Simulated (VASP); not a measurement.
# Li in VASP: a series of runs

Aim: see how the results for Li move with the level of theory and the settings. Levels: PBE, LDA, PBEsol, r2SCAN. Tasks: electric field gradients.

Program: VASP 6.6.1. These are calculated values, not measurements. Logs are shortened: lines on timing, memory, paths and dates and some standing lists are left out, and cuts for length are marked.

## (1) The cell of the first run

Symmetry: P-3m1, No. 164, trigonal system. The conventional cell has a = 3.111 Å, b = 3.111 Å, c = 5.093 Å, α = 90.00°, β = 90.00°, γ = 120.00°. Within 4.0 Å of Li (site symmetry 3m) lie 12 Li at 3.08 to 3.16 Å.

## (2) Electric field gradients, PBE (atom 2 (Li) moved by [0.0, 0.0, 0.05] A)

Contents of INCAR:

```
SYSTEM = Li
PREC = Accurate
ENCUT = 520
EDIFF = 1E-8
ISMEAR = -1
SIGMA = 0.03
LREAL = .False.
LASPH = .True.
NELM = 100
ALGO = Normal
ISIF = 2
LWAVE = .False.
LCHARG = .False.
GGA = PE
LEFG = .True.
NBANDS = 10
```

Contents of KPOINTS:

```
Automatic mesh
0
Gamma
  15 15 8
  0 0 0
```

Contents of POSCAR:

```
Li
1.0
    3.1110021516      0.0000000000      0.0000000000
   -1.5555010758      2.6942068945      0.0000000000
    0.0000000000      0.0000000000      5.0930000000
Li
2
Direct
    0.3333333333      0.6666666667      0.2500000000
    0.6666666667      0.3333333333      0.7598173964
```

Potentials or basis: VASP PAW PBE potentials, release 64 (Li_sv).

Launch:

```
> cat potpaw_PBE.64/Li_sv/POTCAR > POTCAR
> mpirun -np 1 vasp_std > vasp.out
```

OUTCAR:

```text
SYSTEM = Li
   PREC = Accurate
   ENCUT = 520
   EDIFF = 1E-8
   ISMEAR = -1
   LREAL = .False.
   LASPH = .True.
   NELM = 100
   ISIF = 2
   GGA = PE

 ion  position               nearest neighbor table
   1  0.333  0.667  0.250-
   2  0.667  0.333  0.760-

  LATTYP: Found a hexagonal cell.
 ALAT       =     3.1110021516
 C/A-ratio  =     1.6370930497

  Lattice vectors:

 A1 = (   3.1110021516,   0.0000000000,   0.0000000000)
 A2 = (  -1.5555010758,   2.6942068945,   0.0000000000)
 A3 = (   0.0000000000,   0.0000000000,   5.0930000000)

Analysis of symmetry for initial positions (statically):
=====================================================================
 Subroutine PRICEL returns:
 Original cell was already a primitive cell.

 Routine SETGRP: Setting up the symmetry group for a
 hexagonal supercell.

 Subroutine GETGRP returns: Found 12 space group operations
 (whereof  6 operations were pure point group operations)
 out of a pool of 24 trial point group operations.

The static configuration has the point symmetry C_3v.
 The point group associated with its full space group is D_3d.

Analysis of symmetry for dynamics (positions and initial velocities):
=====================================================================
 Subroutine PRICEL returns:
 Original cell was already a primitive cell.

 Routine SETGRP: Setting up the symmetry group for a
 hexagonal supercell.

 Subroutine GETGRP returns: Found 12 space group operations
 (whereof  6 operations were pure point group operations)
 out of a pool of 24 trial point group operations.

The dynamic configuration has the point symmetry C_3v.
 The point group associated with its full space group is D_3d.

 Subroutine INISYM returns: Found 12 space group operations
 (whereof  6 operations are pure point group operations),
 and found     1 'primitive' translations

----------------------------------------------------------------------------------------

                                     Primitive cell

  volume of cell :      42.6879

  direct lattice vectors                    reciprocal lattice vectors
     3.111002152  0.000000000  0.000000000     0.321439829  0.185583372  0.000000000
    -1.555501076  2.694206895  0.000000000     0.000000000  0.371166744  0.000000000
     0.000000000  0.000000000  5.093000000     0.000000000  0.000000000  0.196347929

  length of vectors
     3.111002152  3.111002152  5.093000000     0.371166744  0.371166744  0.196347929

  position of ions in fractional coordinates (direct lattice)
     0.333333333  0.666666667  0.250000000
     0.666666667  0.333333333  0.759817396

  ion indices of the primitive-cell ions
   primitive index   ion index
                 1           1
                 2           2

----------------------------------------------------------------------------------------

 KPOINTS: Automatic mesh

Automatic generation of k-mesh.
 Grid dimensions read from file:
 generate k-points for:   15   15    8

 Generating k-lattice:

  Cartesian coordinates                     Fractional coordinates (reciprocal lattice)
     0.021429322  0.012372225  0.000000000     0.066666667  0.000000000  0.000000000
     0.000000000  0.024744450  0.000000000     0.000000000  0.066666667  0.000000000
     0.000000000  0.000000000  0.024543491     0.000000000  0.000000000  0.125000000

  Length of vectors
     0.024744450  0.024744450  0.024543491

  Shift w.r.t. Gamma in fractional coordinates (k-lattice)
     0.000000000  0.000000000  0.000000000

 Subroutine IBZKPT returns following result:
 ===========================================

 Found    192 irreducible k-points:

 Following reciprocal coordinates:
            Coordinates               Weight
  0.000000  0.000000  0.000000      1.000000
  0.066667  0.000000  0.000000      6.000000
  0.133333 -0.000000  0.000000      6.000000
  0.200000 -0.000000  0.000000      6.000000
  0.266667 -0.000000  0.000000      6.000000
  0.333333 -0.000000  0.000000      6.000000
[... 16 lines left out ...]
  0.333333  0.200000  0.000000     12.000000
  0.400000  0.200000  0.000000      6.000000
 [... further k-points ...]
   k-points           NKPTS =    192   k-points in BZ     NKDIM =    192   number of bands    NBANDS=     10
   number of dos      NEDOS =    301   number of ions     NIONS =      2
   total plane-waves  NPLWV =  23040
   dimension x,y,z NGX =    24 NGY =   24 NGZ =   40
   dimension x,y,z NGXF=    48 NGYF=   48 NGZF=   80
   ions per type =               2
   NGX,Y,Z   is equivalent  to a cutoff of  12.83, 12.83, 13.06 a.u.
   NGXF,Y,Z  is equivalent  to a cutoff of  25.65, 25.65, 26.11 a.u.
 SYSTEM =  Li
   PREC   = accura    normal or accurate (medium, high low for compatibility)
   ISTART =      0    job   : 0-new  1-cont  2-samecut
   ICHARG =      2    charge: 1-file 2-atom 10-const
   ISPIN  =      1    spin polarized calculation?
   LNONCOLLINEAR =      F non collinear calculations
   LSORBIT =      F    spin-orbit coupling
   LASPH  =      T    aspherical Exc in radial PAW
   ENCUT  =  520.0 eV  38.22 Ry    6.18 a.u.   5.78  5.78  9.47*2*pi/ulx,y,z
   NELM   =    100;   NELMIN=  2; NELMDL= -5     # of ELM steps
   EDIFF  = 0.1E-07   stopping-criterion for ELM
   LREAL  =      F    real-space projection
   EDIFFG = 0.1E-06   stopping-criterion for IOM
   NSW    =      0    number of steps for IOM
   IBRION =     -1    ionic relax: 0-MD 1-quasi-New 2-CG
   NFREE  =      0    steps in history (QN), initial steepest desc. (CG)
   ISIF   =      2    stress and relaxation
   ISYM   =      2    0-nonsym 1-usesym 2-fastsym
   POTIM  = 0.5000    time-step for ionic-motion
   TEBEG  =    0.0;   TEEND  =   0.0 temperature during run
   PSTRESS=    0.0 pullay stress
   NELECT =       6.0000    total number of electrons
   NUPDOWN=      -1.0000    fix difference up-down
   EMIN   =  10.00;   EMAX   =-10.00  energy-range for DOS
   EFERMI =   0.00;   METHOD = LEGACY
   ISMEAR =    -1;   SIGMA  =   0.03  broadening in eV -4-tet -1-fermi 0-gaus
   EFERMI_NEDOS =   21; number of points for ismear=-14 and -15
   IALGO  =     38    algorithm
   IMIX   =      4    mixing-type and parameters
     AMIX     =   0.40;   BMIX     =  1.00
     AMIX_MAG =   1.60;   BMIX_MAG =  1.00
  volume/ion in A,a.u.               =      21.34       144.04
  Fermi-wavevector in a.u.,A,eV,Ry     =   0.851184  1.608505  9.857621  0.724515
  Thomas-Fermi vector in A             =   1.967278
   LORBIT       =      0    0 simple, 1 ext, 2 COOP (PROOUT), +10 PAW based schemes
   GGA     = PE    functional components
   LHFCALC =     F    Hartree Fock is set to
   AEXX    =    0.0000 exact exchange contribution
   IVDW    =     0    specifies the selected vdW correction
   LEPSILON=     F    determine dielectric tensor
   LRPA    =     F    only Hartree local field effects (RPA)
 non-spin polarized calculation
  energy-cutoff  :      520.00
  volume of cell :       42.69
 maximum number of plane-waves:      1182
   NGX = 11   NGY = 11   NGZ = 19

 number of electron       5.9999991 magnetization

 Free energy of the ion-electron system (eV)
  ---------------------------------------------------
  ext. energy  EPLUGINS =         0.00000000
  ---------------------------------------------------
  free energy    TOTEN  =        -3.80668759 eV

  energy without entropy =       -3.80346474  energy(sigma->0) =       -3.80507616

 E-fermi :   0.4849     XC(G=0):  -6.9194

 val. band max:        0.4817848630   @ k =   0.4667   0.0667   0.0000
 cond. band min:       0.5276208450   @ k =   0.4000  -0.0000   0.5000
 fundamental gap:      0.0458359820
 Fermi energy:         0.4849224360

 k-point     1 :       0.0000    0.0000    0.0000
  band No.  band energies     occupation
      1     -46.1333      2.00000
      2     -46.1188      2.00000
      3      -3.0086      2.00000
      4       0.4777      1.11929
      5       3.2202      0.00000
      6      12.5204      0.00000
      7      12.5205      0.00000
      8      13.8735      0.00000
      9      13.8735      0.00000
     10      14.4020      0.00000

 k-point     2 :       0.0667    0.0000    0.0000
  band No.  band energies     occupation
      1     -46.1328      2.00000
      2     -46.1185      2.00000
      3      -2.9393      2.00000
      4       0.5680      0.11803
      5       3.2499      0.00000
      6      11.7626      0.00000
      7      11.9996      0.00000
      8      13.8477      0.00000
      9      14.1944      0.00000
     10      14.3338      0.00000
[... 274 lines left out ...]
 k-point    24 :       0.4000    0.2000    0.0000
  band No.  band energies     occupation
      1     -46.1170      2.00000
      2     -46.1142      2.00000
      3       0.9907      0.00000
      4       1.9197      0.00000
      5       4.6608      0.00000
      6       5.6181      0.00000
      7       6.5113      0.00000
      8       6.6491      0.00000
      9      10.0904      0.00000
     10      10.5689      0.00000

 [... further k-points ...]
[... 5 lines left out ...]
  --------------------------------------------------------------------------------------
  -------------------------------------------------------------------------------------
  Total       -0.1978466     -0.1978466     -0.1895463      0.0000000      0.0000000      0.0000000
  in kB       -7.4256461     -7.4256461     -7.1141148      0.0000000      0.0000000      0.0000000
  external PRESSURE =      -7.3218023 kB  Pullay stress =       0.0000000 kB

 VOLUME and BASIS-vectors are now :
 -----------------------------------------------------------------------------
  energy-cutoff  :      520.00
  volume of cell :       42.69
      direct lattice vectors                 reciprocal lattice vectors
     3.111002152  0.000000000  0.000000000     0.321439829  0.185583372  0.000000000
    -1.555501076  2.694206895  0.000000000     0.000000000  0.371166744  0.000000000
     0.000000000  0.000000000  5.093000000     0.000000000  0.000000000  0.196347929

 POSITION                                       TOTAL-FORCE (eV/Angst)
 -----------------------------------------------------------------------------------
     -0.00000      1.79614      1.27325         0.000000     -0.000000      0.056075
      1.55550      0.89807      3.86975         0.000000      0.000000     -0.056075
 -----------------------------------------------------------------------------------
    total drift:                                0.000000      0.000000      0.000026

  FREE ENERGIE OF THE ION-ELECTRON SYSTEM (eV)
  ---------------------------------------------------
  free  energy   TOTEN  =        -3.8066875882 eV

  energy  without entropy=       -3.8034647411  energy(sigma->0) =       -3.80507616

 Electric field gradients (V/A^2)
---------------------------------------------------------------------
 ion       V_xx      V_yy      V_zz      V_xy      V_xz      V_yz
---------------------------------------------------------------------
   1       0.007     0.005    -0.012    -0.001     0.000    -0.000
   2       0.007     0.006    -0.014    -0.001     0.000    -0.000
---------------------------------------------------------------------

 Electric field gradients after diagonalization (V/A^2)
 (convention: |V_zz| > |V_xx| > |V_yy|)
----------------------------------------------------------------------
 ion       V_xx      V_yy      V_zz     asymmetry (V_yy - V_xx)/ V_zz
----------------------------------------------------------------------
   1       0.007     0.005    -0.012       0.217
   2       0.008     0.005    -0.014       0.198
----------------------------------------------------------------------

           NMR quadrupolar parameters

 Cq : quadrupolar parameter    Cq=e*Q*V_zz/h
 eta: asymmetry parameters     (V_yy - V_xx)/ V_zz
 Q  : nuclear electric quadrupole moment in mb (millibarn)
----------------------------------------------------------------------
 ion       Cq(MHz)       eta       Q (mb)
----------------------------------------------------------------------
   1      -0.000       0.217       1.000
   2      -0.000       0.198       1.000
----------------------------------------------------------------------
```

Run time: 78 s. Hardware: 1 thread of Intel Xeon 8259CL, shared host; peak memory 0.19 GiB.

Results:

```
Free energy                             : -3.8067 eV
Largest force                           : 0.056 eV/Å
Band gap on the k mesh                  : zero (bands 3 and 4 overlap by 4.49 eV)
Largest electric field gradient by atom : zero within the noise of the run
```

Forces in eV/Å, atoms in the order of the input:
```
Li   0.000  0.000  0.056
Li   0.000  0.000 -0.056
```

Levels at points of the mesh, in eV from the Fermi level:
```
           k point  band 1  band 2  band 3  band 4  band 5  band 6  band 7
(0.00, 0.00, 0.00)  -46.62  -46.60   -3.49   -0.01    2.74   12.04   12.04
(0.00, 0.00, 0.50)  -46.61  -46.61   -2.43   -2.38    7.52    7.79   12.86
```

Caveat: the cell differs from its parent crystal (atom 2 (Li) moved by [0.0, 0.0, 0.05] A); the cutoff is under 1.25 times the usual one of these potentials, so pressure, stress and relaxed cells hold a basis-set (Pulay) error.

## (3) Electric field gradients, LDA

Contents of INCAR:

```
SYSTEM = Li
PREC = Accurate ; ENCUT = 520
EDIFF = 1E-8 ; ISMEAR = -1
SIGMA = 0.03 ; LREAL = .FALSE.
LASPH = .TRUE. ; NELM = 60
ALGO = Normal ; ISIF = 2
LWAVE = .FALSE. ; LCHARG = .FALSE.
GGA = CA ; LEFG = .TRUE.
NBANDS = 10
```

Contents of KPOINTS:

```
regular mesh
0
G
  15 15 8
  0 0 0
```

POSCAR, as its differences from that of step 2:

```diff
@@ -9,2 +9,2 @@
     0.3333333333      0.6666666667      0.2500000000
-    0.6666666667      0.3333333333      0.7598173964
+    0.6666666667      0.3333333333      0.7500000000
```

Potentials or basis: VASP PAW LDA potentials, release 64 (Li_sv).

Launch:

```
> cat potpaw_LDA.64/Li_sv/POTCAR > POTCAR
> mpirun -np 1 vasp_std > vasp.out
```

OUTCAR:

```text
SYSTEM = Li
   PREC = Accurate
   ENCUT = 520
   EDIFF = 1E-8
   ISMEAR = -1
   LREAL = .FALSE.
   LASPH = .TRUE.
   NELM = 60
   ISIF = 2
   GGA = CA

 ion  position               nearest neighbor table
   1  0.333  0.667  0.250-
   2  0.667  0.333  0.750-

  LATTYP: Found a hexagonal cell.
 ALAT       =     3.1110021516
 C/A-ratio  =     1.6370930497

  Lattice vectors:

 A1 = (   3.1110021516,   0.0000000000,   0.0000000000)
 A2 = (  -1.5555010758,   2.6942068945,   0.0000000000)
 A3 = (   0.0000000000,   0.0000000000,   5.0930000000)

Analysis of symmetry for initial positions (statically):
=====================================================================
 Subroutine PRICEL returns:
 Original cell was already a primitive cell.

 Routine SETGRP: Setting up the symmetry group for a
[... 503 lines left out ...]
  energy-cutoff  :      520.00
  volume of cell :       42.69
      direct lattice vectors                 reciprocal lattice vectors
     3.111002152  0.000000000  0.000000000     0.321439829  0.185583372  0.000000000
    -1.555501076  2.694206895  0.000000000     0.000000000  0.371166744  0.000000000
     0.000000000  0.000000000  5.093000000     0.000000000  0.000000000  0.196347929

 POSITION                                       TOTAL-FORCE (eV/Angst)
 -----------------------------------------------------------------------------------
     -0.00000      1.79614      1.27325         0.000000     -0.000000      0.000000
      1.55550      0.89807      3.81975        -0.000000      0.000000      0.000000
 -----------------------------------------------------------------------------------
    total drift:                               -0.000000      0.000000      0.000000

  FREE ENERGIE OF THE ION-ELECTRON SYSTEM (eV)
  ---------------------------------------------------
  free  energy   TOTEN  =        -4.0701283543 eV

  energy  without entropy=       -4.0667908173  energy(sigma->0) =       -4.06845959

 Electric field gradients (V/A^2)
---------------------------------------------------------------------
 ion       V_xx      V_yy      V_zz      V_xy      V_xz      V_yz
---------------------------------------------------------------------
   1       0.009     0.007    -0.016    -0.001     0.000    -0.000
   2       0.009     0.007    -0.016    -0.001    -0.000     0.000
---------------------------------------------------------------------

 Electric field gradients after diagonalization (V/A^2)
 (convention: |V_zz| > |V_xx| > |V_yy|)
----------------------------------------------------------------------
 ion       V_xx      V_yy      V_zz     asymmetry (V_yy - V_xx)/ V_zz
----------------------------------------------------------------------
   1       0.009     0.007    -0.016       0.156
   2       0.009     0.007    -0.016       0.156
----------------------------------------------------------------------

           NMR quadrupolar parameters

 Cq : quadrupolar parameter    Cq=e*Q*V_zz/h
 eta: asymmetry parameters     (V_yy - V_xx)/ V_zz
 Q  : nuclear electric quadrupole moment in mb (millibarn)
----------------------------------------------------------------------
 ion       Cq(MHz)       eta       Q (mb)
----------------------------------------------------------------------
   1      -0.000       0.156       1.000
   2      -0.000       0.156       1.000
----------------------------------------------------------------------
```

stdout:

```text
POSCAR found type information on POSCAR Li
 POSCAR found :  1 types and       2 ions
 scaLAPACK will be used
 LDA part: xc-table for (Slater(with rela. corr.)+CA(PZ))
 , standard interpolation
 POSCAR, INCAR and KPOINTS ok, starting setup
 FFT: planning ... GRIDC
 FFT: planning ... GRID_SOFT
 FFT: planning ... GRID
 WAVECAR not read
 entering main loop
ion   1

ion   2
```

Run time: 55 s. Hardware: 1 thread of Intel Xeon 8259CL, shared host; peak memory 0.16 GiB.

What came out:

```yaml
Free_energy: -4.0701 eV
Band_gap_on_the_k_mesh: zero (bands 3 and 4 overlap by 4.44 eV)
Largest_electric_field_gradient_by_atom: zero within the noise of the run
```

Levels at points of the mesh, in eV from the Fermi level:
```csv
k point,band 1,band 2,band 3,band 4,band 5,band 6
"(0.00, 0.00, 0.00)",-45.73,-45.71,-3.44,-0.02,2.77,11.84
"(0.00, 0.00, 0.50)",-45.72,-45.72,-2.37,-2.37,7.61,7.61
```

Caveat: the cutoff is under 1.25 times the usual one of these potentials, so pressure, stress and relaxed cells hold a basis-set (Pulay) error.

(Part 1 of 2 ends here.)
